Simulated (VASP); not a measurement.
# Hf2S (P6_3/mmc) in VASP: notebook

Runs on Hf2S. Level: PBEsol. Tasks: single point.

All numbers are computed with VASP 6.6.1; they aren't measurements. Logs are shortened: lines on timing, memory, paths and dates and some standing lists are left out, and cuts for length are marked.

## Step 1: The cell of the first run

The structure is hexagonal, space group P6_3/mmc (No. 194). The conventional cell has a = 3.347 Å, b = 3.347 Å, c = 11.664 Å, α = 90.00°, β = 90.00°, γ = 120.00°. Within 3.5 Å of Hf (site symmetry 3m) lie 3 S at 2.60 Å and 10 Hf at 3.05 to 3.47 Å. S (site symmetry -6m2) has 6 Hf at 2.60 Å and 6 S at 3.35 Å within 3.4 Å.

## Step 2: Single point, PBEsol

File INCAR:

```
SYSTEM = Hf2S
ALGO = Normal
EDIFF = 1E-7
ENCUT = 520
GGA = PS
ISIF = 2
ISMEAR = 0
LASPH = .TRUE.
LCHARG = .TRUE.
LELF = .TRUE.
LREAL = .FALSE.
LVHAR = .TRUE.
LWAVE = .FALSE.
NBANDS = 35
NELM = 80
PREC = Accurate
SIGMA = 0.1
```

File KPOINTS:

```
k-points
0
G
  12 12 3
  0 0 0
```

File POSCAR:

```
Hf2S
1.0
    3.3465310250      0.0000000000      0.0000000000
   -1.6732655125      2.8981808822      0.0000000000
    0.0000000000      0.0000000000     11.6642358415
Hf S
4 2
Direct
    0.6666666667      0.3333333333      0.8986176336
    0.3333333333      0.6666666667      0.3986176336
    0.6666666667      0.3333333333      0.6013823664
    0.3333333333      0.6666666667      0.1013823664
    0.0000000000      0.0000000000      0.7500000000
    0.0000000000      0.0000000000      0.2500000000
```

Potentials or basis: VASP PAW PBE potentials, release 64 (Hf_pv, S).

The run is started by

```
> cat potpaw_PBE.64/Hf_pv/POTCAR potpaw_PBE.64/S/POTCAR > POTCAR
> mpirun -np 1 vasp_std > vasp.out
```

OUTCAR:

```text
SYSTEM = Hf2S
   EDIFF = 1E-7
   ENCUT = 520
   GGA = PS
   ISIF = 2
   ISMEAR = 0
   LASPH = .TRUE.
   LREAL = .FALSE.
   NELM = 80
   PREC = Accurate

 ion  position               nearest neighbor table
   1  0.667  0.333  0.899-   5 2.60   5 2.60   5 2.60   4 3.05   4 3.05   4 3.05   3 3.47
   2  0.333  0.667  0.399-   6 2.60   6 2.60   6 2.60   3 3.05   3 3.05   3 3.05   4 3.47
   3  0.667  0.333  0.601-   5 2.60   5 2.60   5 2.60   2 3.05   2 3.05   2 3.05   1 3.47
   4  0.333  0.667  0.101-   6 2.60   6 2.60   6 2.60   1 3.05   1 3.05   1 3.05   2 3.47
   5  0.000  0.000  0.750-   1 2.60   3 2.60   1 2.60   3 2.60   1 2.60   3 2.60
   6  0.000  0.000  0.250-   2 2.60   4 2.60   2 2.60   4 2.60   2 2.60   4 2.60

  LATTYP: Found a hexagonal cell.
 ALAT       =     3.3465310250
 C/A-ratio  =     3.4854707022

  Lattice vectors:

 A1 = (   3.3465310250,   0.0000000000,   0.0000000000)
 A2 = (  -1.6732655125,   2.8981808822,   0.0000000000)
 A3 = (   0.0000000000,   0.0000000000,  11.6642358415)

Analysis of symmetry for initial positions (statically):
=====================================================================
 Subroutine PRICEL returns:
 Original cell was already a primitive cell.

 Routine SETGRP: Setting up the symmetry group for a
 hexagonal supercell.

 Subroutine GETGRP returns: Found 24 space group operations
 (whereof 12 operations were pure point group operations)
 out of a pool of 24 trial point group operations.

The static configuration has the point symmetry D_3d.
 The point group associated with its full space group is D_6h.

Analysis of symmetry for dynamics (positions and initial velocities):
=====================================================================
 Subroutine PRICEL returns:
 Original cell was already a primitive cell.

 Routine SETGRP: Setting up the symmetry group for a
 hexagonal supercell.

 Subroutine GETGRP returns: Found 24 space group operations
 (whereof 12 operations were pure point group operations)
 out of a pool of 24 trial point group operations.

The dynamic configuration has the point symmetry D_3d.
 The point group associated with its full space group is D_6h.

 Subroutine INISYM returns: Found 24 space group operations
 (whereof 12 operations are pure point group operations),
 and found     1 'primitive' translations

----------------------------------------------------------------------------------------

                                     Primitive cell

  volume of cell :     113.1297

  direct lattice vectors                    reciprocal lattice vectors
     3.346531025  0.000000000  0.000000000     0.298816892  0.172522013  0.000000000
    -1.673265512  2.898180882  0.000000000     0.000000000  0.345044026  0.000000000
     0.000000000  0.000000000 11.664235842     0.000000000  0.000000000  0.085732149

  length of vectors
     3.346531025  3.346531025 11.664235842     0.345044026  0.345044026  0.085732149

  position of ions in fractional coordinates (direct lattice)
     0.666666667  0.333333333  0.898617634
     0.333333333  0.666666667  0.398617634
     0.666666667  0.333333333  0.601382366
     0.333333333  0.666666667  0.101382366
     0.000000000  0.000000000  0.750000000
     0.000000000  0.000000000  0.250000000

  ion indices of the primitive-cell ions
   primitive index   ion index
                 1           1
                 2           2
                 3           3
                 4           4
                 5           5
                 6           6

----------------------------------------------------------------------------------------

 KPOINTS: k-points

Automatic generation of k-mesh.
 Grid dimensions read from file:
 generate k-points for:   12   12    3

 Generating k-lattice:

  Cartesian coordinates                     Fractional coordinates (reciprocal lattice)
     0.024901408  0.014376834  0.000000000     0.083333333  0.000000000  0.000000000
     0.000000000  0.028753669  0.000000000     0.000000000  0.083333333  0.000000000
     0.000000000  0.000000000  0.028577383     0.000000000  0.000000000  0.333333333

  Length of vectors
     0.028753669  0.028753669  0.028577383

  Shift w.r.t. Gamma in fractional coordinates (k-lattice)
     0.000000000  0.000000000  0.000000000

 Subroutine IBZKPT returns following result:
 ===========================================

 Found     38 irreducible k-points:

 Following reciprocal coordinates:
            Coordinates               Weight
  0.000000  0.000000  0.000000      1.000000
  0.083333  0.000000  0.000000      6.000000
  0.166667  0.000000  0.000000      6.000000
  0.250000  0.000000  0.000000      6.000000
  0.333333  0.000000  0.000000      6.000000
  0.416667  0.000000  0.000000      6.000000
[... 16 lines left out ...]
  0.250000  0.000000  0.333333     12.000000
  0.333333  0.000000  0.333333     12.000000
 [... further k-points ...]
   k-points           NKPTS =     38   k-points in BZ     NKDIM =     38   number of bands    NBANDS=     35
   number of dos      NEDOS =    301   number of ions     NIONS =      6
   total plane-waves  NPLWV =  70560
   dimension x,y,z NGX =    28 NGY =   28 NGZ =   90
   dimension x,y,z NGXF=    56 NGYF=   56 NGZF=  180
   ions per type =               4   2
   NGX,Y,Z   is equivalent  to a cutoff of  13.91, 13.91, 12.83 a.u.
   NGXF,Y,Z  is equivalent  to a cutoff of  27.82, 27.82, 25.65 a.u.
 SYSTEM =  Hf2S
   PREC   = accura    normal or accurate (medium, high low for compatibility)
   ISTART =      0    job   : 0-new  1-cont  2-samecut
   ICHARG =      2    charge: 1-file 2-atom 10-const
   ISPIN  =      1    spin polarized calculation?
   LNONCOLLINEAR =      F non collinear calculations
   LSORBIT =      F    spin-orbit coupling
   LASPH  =      T    aspherical Exc in radial PAW
   ENCUT  =  520.0 eV  38.22 Ry    6.18 a.u.   6.22  6.22 21.69*2*pi/ulx,y,z
   NELM   =     80;   NELMIN=  2; NELMDL= -5     # of ELM steps
   EDIFF  = 0.1E-06   stopping-criterion for ELM
   LREAL  =      F    real-space projection
   EDIFFG = 0.1E-05   stopping-criterion for IOM
   NSW    =      0    number of steps for IOM
   IBRION =     -1    ionic relax: 0-MD 1-quasi-New 2-CG
   NFREE  =      0    steps in history (QN), initial steepest desc. (CG)
   ISIF   =      2    stress and relaxation
   ISYM   =      2    0-nonsym 1-usesym 2-fastsym
   POTIM  = 0.5000    time-step for ionic-motion
   TEBEG  =    0.0;   TEEND  =   0.0 temperature during run
   PSTRESS=    0.0 pullay stress
   NELECT =      52.0000    total number of electrons
   NUPDOWN=      -1.0000    fix difference up-down
   EMIN   =  10.00;   EMAX   =-10.00  energy-range for DOS
   EFERMI =   0.00;   METHOD = LEGACY
   ISMEAR =     0;   SIGMA  =   0.10  broadening in eV -4-tet -1-fermi 0-gaus
   EFERMI_NEDOS =   21; number of points for ismear=-14 and -15
   IALGO  =     38    algorithm
   IMIX   =      4    mixing-type and parameters
     AMIX     =   0.40;   BMIX     =  1.00
     AMIX_MAG =   1.60;   BMIX_MAG =  1.00
  volume/ion in A,a.u.               =      18.85       127.24
  Fermi-wavevector in a.u.,A,eV,Ry     =   1.263428  2.387532 21.718294  1.596250
  Thomas-Fermi vector in A             =   2.396785
   LORBIT       =      0    0 simple, 1 ext, 2 COOP (PROOUT), +10 PAW based schemes
   GGA     = PS    functional components
   LHFCALC =     F    Hartree Fock is set to
   AEXX    =    0.0000 exact exchange contribution
   IVDW    =     0    specifies the selected vdW correction
   LEPSILON=     F    determine dielectric tensor
   LRPA    =     F    only Hartree local field effects (RPA)
 non-spin polarized calculation
 Gauss-broadening in eV      SIGMA  =   0.10
  energy-cutoff  :      520.00
  volume of cell :      113.13
 maximum number of plane-waves:      3079
 NGX is ok and might be reduce to    28
   NGX = 13   NGY = 13   NGZ = 43

 number of electron      52.0000004 magnetization

 Free energy of the ion-electron system (eV)
  ---------------------------------------------------
  ext. energy  EPLUGINS =         0.00000000
  ---------------------------------------------------
  free energy    TOTEN  =       -57.45894051 eV

  energy without entropy =      -57.44415702  energy(sigma->0) =      -57.45154876

 E-fermi :   6.4465     XC(G=0): -11.6083

 val. band max:        6.4343074815   @ k =   0.4167   0.0000   0.3333
 cond. band min:       6.4499214189   @ k =   0.3333   0.2500   0.0000
 fundamental gap:      0.0156139374
 Fermi energy:         6.4464546929

 k-point     1 :       0.0000    0.0000    0.0000
  band No.  band energies     occupation
      1     -24.7491      2.00000
      2     -24.6133      2.00000
      3     -24.2893      2.00000
      4     -24.1783      2.00000
      5     -24.1783      2.00000
      6     -24.1675      2.00000
[... 27 lines left out ...]
     34       9.0604      0.00000
     35       9.4133      0.00000

 k-point     2 :       0.0833    0.0000    0.0000
  band No.  band energies     occupation
      1     -24.7383      2.00000
      2     -24.6052      2.00000
      3     -24.3145      2.00000
      4     -24.2199      2.00000
      5     -24.1869      2.00000
      6     -24.1808      2.00000
[... 27 lines left out ...]
     34       9.0985      0.00000
     35       9.1139      0.00000

 k-point     3 :       0.1667    0.0000    0.0000
  band No.  band energies     occupation
      1     -24.7089      2.00000
      2     -24.5842      2.00000
      3     -24.3813      2.00000
      4     -24.3087      2.00000
      5     -24.2098      2.00000
      6     -24.1997      2.00000
[... 27 lines left out ...]
     34       9.0476      0.00000
     35       9.0530      0.00000
[... 723 lines left out ...]
 k-point    23 :       0.2500    0.0000    0.3333
  band No.  band energies     occupation
      1     -24.6506      2.00000
      2     -24.5990      2.00000
      3     -24.4492      2.00000
      4     -24.4228      2.00000
      5     -24.2635      2.00000
      6     -24.2438      2.00000
[... 27 lines left out ...]
     34       9.1546      0.00000
     35       9.4749      0.00000

 k-point    24 :       0.3333    0.0000    0.3333
  band No.  band energies     occupation
      1     -24.6291      2.00000
      2     -24.5903      2.00000
      3     -24.5389      2.00000
      4     -24.5180      2.00000
      5     -24.3235      2.00000
      6     -24.2958      2.00000
[... 27 lines left out ...]
     34       9.4961      0.00000
     35      10.0909      0.00000

 [... further k-points ...]

------------------------ aborting loop because EDIFF is reached ----------------------------------------

  FORCE on cell =-STRESS in cart. coord.  units (eV):
  Direction    XX          YY          ZZ          XY          YZ          ZX
  --------------------------------------------------------------------------------------
  -------------------------------------------------------------------------------------
  Total       -0.3125824     -0.3125824     -0.3091823      0.0000000      0.0000000      0.0000000
  in kB       -4.4268873     -4.4268873     -4.3787344      0.0000000      0.0000000      0.0000000
  external PRESSURE =      -4.4108363 kB  Pullay stress =       0.0000000 kB

 VOLUME and BASIS-vectors are now :
 -----------------------------------------------------------------------------
  energy-cutoff  :      520.00
  volume of cell :      113.13
      direct lattice vectors                 reciprocal lattice vectors
     3.346531025  0.000000000  0.000000000     0.298816892  0.172522013  0.000000000
    -1.673265512  2.898180882  0.000000000     0.000000000  0.345044026  0.000000000
     0.000000000  0.000000000 11.664235842     0.000000000  0.000000000  0.085732149

 POSITION                                       TOTAL-FORCE (eV/Angst)
 -----------------------------------------------------------------------------------
      1.67327      0.96606     10.48169        -0.000000      0.000000     -0.013299
     -0.00000      1.93212      4.64957         0.000000     -0.000000     -0.013299
      1.67327      0.96606      7.01467        -0.000000      0.000000      0.013299
     -0.00000      1.93212      1.18255        -0.000000     -0.000000      0.013299
      0.00000      0.00000      8.74818         0.000000     -0.000000      0.000000
      0.00000      0.00000      2.91606         0.000000     -0.000000      0.000000
 -----------------------------------------------------------------------------------
    total drift:                                0.000000     -0.000000      0.000000

  FREE ENERGIE OF THE ION-ELECTRON SYSTEM (eV)
  ---------------------------------------------------
  free  energy   TOTEN  =       -57.4589405085 eV

  energy  without entropy=      -57.4441570163  energy(sigma->0) =      -57.45154876
```

Run time: 76 s. Hardware: 1 thread of Intel Xeon 6975P-C (Granite Rapids), shared host; peak memory 0.31 GiB.

Results:

| Property | Result |
| --- | --- |
| Free energy | -57.4589 eV |
| Pressure | -0.4 GPa |
| Largest force | 0.013 eV/Å |
| Band gap on the k mesh | zero (bands 26 and 27 overlap by 1.03 eV) |

Forces on the atoms (eV/Å):
```
Hf   0.000  0.000 -0.013
Hf   0.000  0.000 -0.013
Hf   0.000  0.000  0.013
Hf   0.000  0.000  0.013
S    0.000  0.000  0.000
S    0.000  0.000  0.000
```

Caveat: the PAW data sets were made with another functional, which shifts forces and pressure a little; spin-orbit coupling is left out, which moves the levels of the heavy elements.

(Continued in part 2 of 2.)
